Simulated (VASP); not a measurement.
# MoS2 (P-3m1) in VASP: a series of runs, part 2 of 3

VASP 6.6.1. Earlier steps stand in the parts before.

### 4 Single point, PBEsol

The input, INCAR:

```
SYSTEM = MoS2
PREC = Accurate ; ENCUT = 520
EDIFF = 1E-6 ; ISMEAR = 0
SIGMA = 0.15 ; LREAL = .False.
LASPH = .True. ; NELM = 80
ALGO = Normal ; ISIF = 2
LWAVE = .False. ; LCHARG = .False.
GGA = PS ; NBANDS = 20
```

The input, KPOINTS:

```
Automatic mesh
0
Gamma
  18 18 10
  0 0 0
```

The input, POSCAR:

```
MoS2
1.0
    3.1411847469      0.0000000000      0.0000000000
   -1.5705923735      2.7203457888      0.0000000000
    0.0000000000      0.0000000000      6.1247114470
Mo S
1 2
Direct
    0.0000000000      0.0000000000      0.5000000000
    0.3333333333      0.6666666667      0.2410625189
    0.6666666667      0.3333333333      0.7589374811
```

Potentials or basis: VASP PAW PBE potentials, release 64 (Mo_sv, S).

Started as:

```bash
$ cat potpaw_PBE.64/Mo_sv/POTCAR potpaw_PBE.64/S/POTCAR > POTCAR
$ mpirun -np 1 vasp_std > vasp.out
```

OUTCAR:

```text
SYSTEM = MoS2
   PREC = Accurate
   ENCUT = 520
   EDIFF = 1E-6
   ISMEAR = 0
   LREAL = .False.
   LASPH = .True.
   NELM = 80
   ISIF = 2
   GGA = PS

 ion  position               nearest neighbor table
   1  0.000  0.000  0.500-   2 2.41   3 2.41   3 2.41   2 2.41   3 2.41   2 2.41
   2  0.333  0.667  0.241-   1 2.41   1 2.41   1 2.41
   3  0.667  0.333  0.759-   1 2.41   1 2.41   1 2.41

  LATTYP: Found a hexagonal cell.
 ALAT       =     3.1411847469
 C/A-ratio  =     1.9498093683

  Lattice vectors:

 A1 = (   3.1411847469,   0.0000000000,   0.0000000000)
 A2 = (  -1.5705923735,   2.7203457888,   0.0000000000)
 A3 = (   0.0000000000,   0.0000000000,   6.1247114470)

Analysis of symmetry for initial positions (statically):
=====================================================================
 Subroutine PRICEL returns:
 Original cell was already a primitive cell.

 Routine SETGRP: Setting up the symmetry group for a
 hexagonal supercell.

 Subroutine GETGRP returns: Found 12 space group operations
 (whereof 12 operations were pure point group operations)
 out of a pool of 24 trial point group operations.

The static configuration has the point symmetry D_3d.

Analysis of symmetry for dynamics (positions and initial velocities):
=====================================================================
 Subroutine PRICEL returns:
 Original cell was already a primitive cell.

 Routine SETGRP: Setting up the symmetry group for a
 hexagonal supercell.

 Subroutine GETGRP returns: Found 12 space group operations
 (whereof 12 operations were pure point group operations)
 out of a pool of 24 trial point group operations.

The dynamic configuration has the point symmetry D_3d.

 Subroutine INISYM returns: Found 12 space group operations
 (whereof 12 operations are pure point group operations),
 and found     1 'primitive' translations

----------------------------------------------------------------------------------------

                                     Primitive cell

  volume of cell :      52.3363

  direct lattice vectors                    reciprocal lattice vectors
     3.141184747  0.000000000  0.000000000     0.318351221  0.183800163  0.000000000
    -1.570592374  2.720345789  0.000000000     0.000000000  0.367600326  0.000000000
     0.000000000  0.000000000  6.124711447     0.000000000  0.000000000  0.163272998

  length of vectors
     3.141184747  3.141184747  6.124711447     0.367600326  0.367600326  0.163272998

  position of ions in fractional coordinates (direct lattice)
     0.000000000  0.000000000  0.500000000
     0.333333333  0.666666667  0.241062519
     0.666666667  0.333333333  0.758937481

  ion indices of the primitive-cell ions
   primitive index   ion index
                 1           1
                 2           2
                 3           3

----------------------------------------------------------------------------------------

 KPOINTS: Automatic mesh

Automatic generation of k-mesh.
 Grid dimensions read from file:
 generate k-points for:   18   18   10

 Generating k-lattice:

  Cartesian coordinates                     Fractional coordinates (reciprocal lattice)
     0.017686179  0.010211120  0.000000000     0.055555556  0.000000000  0.000000000
     0.000000000  0.020422240  0.000000000     0.000000000  0.055555556  0.000000000
     0.000000000  0.000000000  0.016327300     0.000000000  0.000000000  0.100000000

  Length of vectors
     0.020422240  0.020422240  0.016327300

  Shift w.r.t. Gamma in fractional coordinates (k-lattice)
     0.000000000  0.000000000  0.000000000

 Subroutine IBZKPT returns following result:
 ===========================================

 Found    330 irreducible k-points:

 Following reciprocal coordinates:
            Coordinates               Weight
  0.000000  0.000000  0.000000      1.000000
  0.055556 -0.000000  0.000000      6.000000
  0.111111 -0.000000  0.000000      6.000000
  0.166667  0.000000  0.000000      6.000000
  0.222222  0.000000  0.000000      6.000000
  0.277778  0.000000  0.000000      6.000000
[... 16 lines left out ...]
  0.333333  0.111111  0.000000     12.000000
  0.388889  0.111111  0.000000     12.000000
 [... further k-points ...]
   k-points           NKPTS =    330   k-points in BZ     NKDIM =    330   number of bands    NBANDS=     20
   number of dos      NEDOS =    301   number of ions     NIONS =      3
   total plane-waves  NPLWV =  27648
   dimension x,y,z NGX =    24 NGY =   24 NGZ =   48
   dimension x,y,z NGXF=    48 NGYF=   48 NGZF=   96
   ions per type =               1   2
   NGX,Y,Z   is equivalent  to a cutoff of  12.70, 12.70, 13.03 a.u.
   NGXF,Y,Z  is equivalent  to a cutoff of  25.40, 25.40, 26.06 a.u.
 SYSTEM =  MoS2
   PREC   = accura    normal or accurate (medium, high low for compatibility)
   ISTART =      0    job   : 0-new  1-cont  2-samecut
   ICHARG =      2    charge: 1-file 2-atom 10-const
   ISPIN  =      1    spin polarized calculation?
   LNONCOLLINEAR =      F non collinear calculations
   LSORBIT =      F    spin-orbit coupling
   LASPH  =      T    aspherical Exc in radial PAW
   ENCUT  =  520.0 eV  38.22 Ry    6.18 a.u.   5.84  5.84 11.39*2*pi/ulx,y,z
   NELM   =     80;   NELMIN=  2; NELMDL= -5     # of ELM steps
   EDIFF  = 0.1E-05   stopping-criterion for ELM
   LREAL  =      F    real-space projection
   EDIFFG = 0.1E-04   stopping-criterion for IOM
   NSW    =      0    number of steps for IOM
   IBRION =     -1    ionic relax: 0-MD 1-quasi-New 2-CG
   NFREE  =      0    steps in history (QN), initial steepest desc. (CG)
   ISIF   =      2    stress and relaxation
   ISYM   =      2    0-nonsym 1-usesym 2-fastsym
   POTIM  = 0.5000    time-step for ionic-motion
   TEBEG  =    0.0;   TEEND  =   0.0 temperature during run
   PSTRESS=    0.0 pullay stress
   NELECT =      26.0000    total number of electrons
   NUPDOWN=      -1.0000    fix difference up-down
   EMIN   =  10.00;   EMAX   =-10.00  energy-range for DOS
   EFERMI =   0.00;   METHOD = LEGACY
   ISMEAR =     0;   SIGMA  =   0.15  broadening in eV -4-tet -1-fermi 0-gaus
   EFERMI_NEDOS =   21; number of points for ismear=-14 and -15
   IALGO  =     38    algorithm
   IMIX   =      4    mixing-type and parameters
     AMIX     =   0.40;   BMIX     =  1.00
     AMIX_MAG =   1.60;   BMIX_MAG =  1.00
  volume/ion in A,a.u.               =      17.45       117.73
  Fermi-wavevector in a.u.,A,eV,Ry     =   1.296577  2.450175 22.872905  1.681111
  Thomas-Fermi vector in A             =   2.428024
   LORBIT       =      0    0 simple, 1 ext, 2 COOP (PROOUT), +10 PAW based schemes
   GGA     = PS    functional components
   LHFCALC =     F    Hartree Fock is set to
   AEXX    =    0.0000 exact exchange contribution
   IVDW    =     0    specifies the selected vdW correction
   LEPSILON=     F    determine dielectric tensor
   LRPA    =     F    only Hartree local field effects (RPA)
 non-spin polarized calculation
 Gauss-broadening in eV      SIGMA  =   0.15
  energy-cutoff  :      520.00
  volume of cell :       52.34
 maximum number of plane-waves:      1424
   NGX = 11   NGY = 11   NGZ = 23

 number of electron      25.9999999 magnetization

 Free energy of the ion-electron system (eV)
  ---------------------------------------------------
  ext. energy  EPLUGINS =         0.00000000
  ---------------------------------------------------
  free energy    TOTEN  =       -22.62301478 eV

  energy without entropy =      -22.60864006  energy(sigma->0) =      -22.61582742

 E-fermi :   7.9369     XC(G=0): -11.1517

 val. band max:        7.9332570245   @ k =   0.1667   0.1667   0.4000
 cond. band min:       7.9372733217   @ k =   0.3889   0.2222   0.0000
 fundamental gap:      0.0040162973
 Fermi energy:         7.9369499759

 k-point     1 :       0.0000    0.0000    0.0000
  band No.  band energies     occupation
      1     -53.7131      2.00000
      2     -27.8437      2.00000
      3     -27.6922      2.00000
      4     -27.6922      2.00000
      5      -7.2595      2.00000
      6      -5.6592      2.00000
[... 12 lines left out ...]
     19      14.5699      0.00000
     20      17.6062      0.00000
[... 507 lines left out ...]
 k-point    24 :       0.3889    0.1111    0.0000
  band No.  band energies     occupation
      1     -53.6680      2.00000
      2     -28.0904      2.00000
      3     -27.8192      2.00000
      4     -27.7566      2.00000
      5      -5.3090      2.00000
      6      -4.7967      2.00000
[... 12 lines left out ...]
     19      14.9666      0.00000
     20      16.0251      0.00000

 [... further k-points ...]

------------------------ aborting loop because EDIFF is reached ----------------------------------------

  FORCE on cell =-STRESS in cart. coord.  units (eV):
  Direction    XX          YY          ZZ          XY          YZ          ZX
  --------------------------------------------------------------------------------------
  -------------------------------------------------------------------------------------
  Total        0.0200395      0.0200395      0.0145986     -0.0000000      0.0000000      0.0000000
  in kB        0.6134711      0.6134711      0.4469092     -0.0000000      0.0000000      0.0000000
  external PRESSURE =       0.5579505 kB  Pullay stress =       0.0000000 kB

 VOLUME and BASIS-vectors are now :
 -----------------------------------------------------------------------------
  energy-cutoff  :      520.00
  volume of cell :       52.34
      direct lattice vectors                 reciprocal lattice vectors
     3.141184747  0.000000000  0.000000000     0.318351221  0.183800163  0.000000000
    -1.570592374  2.720345789  0.000000000     0.000000000  0.367600326  0.000000000
     0.000000000  0.000000000  6.124711447     0.000000000  0.000000000  0.163272998

 POSITION                                       TOTAL-FORCE (eV/Angst)
 -----------------------------------------------------------------------------------
      0.00000      0.00000      3.06236        -0.000000      0.000000      0.000000
     -0.00000      1.81356      1.47644         0.000000      0.000000     -0.004670
      1.57059      0.90678      4.64827         0.000000      0.000000      0.004670
 -----------------------------------------------------------------------------------
    total drift:                               -0.000000      0.000000      0.000000

  FREE ENERGIE OF THE ION-ELECTRON SYSTEM (eV)
  ---------------------------------------------------
  free  energy   TOTEN  =       -22.6230147787 eV

  energy  without entropy=      -22.6086400648  energy(sigma->0) =      -22.61582742
```

OSZICAR:

```text
N       E                     dE             d eps       ncg     rms          rms(c)
DAV:   1     0.197220601425E+03    0.19722E+03   -0.14902E+04 13712   0.123E+03
DAV:   2    -0.165447948665E+02   -0.21377E+03   -0.20836E+03 16076   0.323E+02
DAV:   3    -0.240451509823E+02   -0.75004E+01   -0.74074E+01 16368   0.578E+01
DAV:   4    -0.241313516622E+02   -0.86201E-01   -0.86057E-01 16008   0.651E+00
DAV:   5    -0.241326450122E+02   -0.12933E-02   -0.12932E-02 16520   0.774E-01    0.249E+01
DAV:   6    -0.231834392643E+02    0.94921E+00   -0.13765E+01 13992   0.204E+01    0.948E+00
DAV:   7    -0.228094652929E+02    0.37397E+00   -0.66323E+00 13544   0.132E+01    0.640E+00
DAV:   8    -0.226235866081E+02    0.18588E+00   -0.97093E-01 14384   0.534E+00    0.186E+00
DAV:   9    -0.226244708936E+02   -0.88429E-03   -0.30455E-02 15492   0.108E+00    0.633E-01
DAV:  10    -0.226230963659E+02    0.13745E-02   -0.12073E-02 14700   0.695E-01    0.154E-01
DAV:  11    -0.226230379552E+02    0.58411E-04   -0.65925E-04 15296   0.164E-01    0.435E-02
DAV:  12    -0.226230077294E+02    0.30226E-04   -0.10575E-04 14820   0.666E-02    0.326E-02
DAV:  13    -0.226230149867E+02   -0.72573E-05   -0.16718E-05 14568   0.228E-02    0.115E-02
DAV:  14    -0.226230147787E+02    0.20802E-06   -0.15346E-06 10076   0.754E-03
   1 F= -.22623015E+02 E0= -.22615827E+02  d E =-.143747E-01
```

Wall time 6.2 min (1 thread of Intel Xeon 8259CL, shared host); peak memory 0.41 GiB.

What came out:

| Property | Result |
| --- | --- |
| Free energy | -22.6230 eV |
| Pressure | 0.1 GPa |
| Largest force | 0.005 eV/Å |
| Band gap on the k mesh | zero (bands 13 and 14 overlap by 1.03 eV) |

Forces on the atoms (eV/Å):
```
Mo   0.000  0.000  0.000
S    0.000  0.000 -0.005
S    0.000  0.000  0.005
```

Caveat: the PAW data sets were made with another functional, which shifts forces and pressure a little; this functional lacks dispersion, which binds layers or chains, so the pressure and a relaxed spacing across them are unreliable.

(Continued in part 3 of 3.)
